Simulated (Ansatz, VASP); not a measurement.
## Two plane-wave programs on Zr2B

```xyz
6
Lattice="4.3158 0.0000 0.0000 -2.1579 3.7375 0.0000 0.0000 0.0000 6.2016" Properties=species:S:1:pos:R:3 pbc="T T T"
Zr    0.0000    2.4917    3.1008
Zr    2.1579    1.2458    3.1008
Zr    0.0000    0.0000    1.6757
Zr    0.0000    0.0000    4.5259
B     0.0000    2.4917    0.0000
B     2.1579    1.2458    0.0000
```

Alike in both runs: task relaxation of cell and atoms; functional PBE; k mesh 6 × 6 × 4; occupations gaussian, width 0.1 eV; no spin polarisation.

|  | VASP | Ansatz |
| --- | --- | --- |
| version | VASP 6.6.1 | Ansatz 0.2.0 |
| potentials or method | VASP PAW PBE potentials, release 64 (Zr_sv, B), cutoff 600 eV | scalar-relativistic, plane waves, PAW |
| valence electrons in the cell | 54 | 54 |

|  | VASP | Ansatz | Ansatz less VASP |
| --- | --- | --- | --- |
| gap on the k mesh at the Fermi level, each at its own relaxed structure (eV) | none | none | - |
| relaxed volume (Å³/atom) | 17.11 | 17.05 | -0.056 |
| relaxed cell length with the largest relative difference (Å) | 5.793 | 5.785 | -0.0075 |

A gap of «none» marks a metal or a gap that the smearing closes.
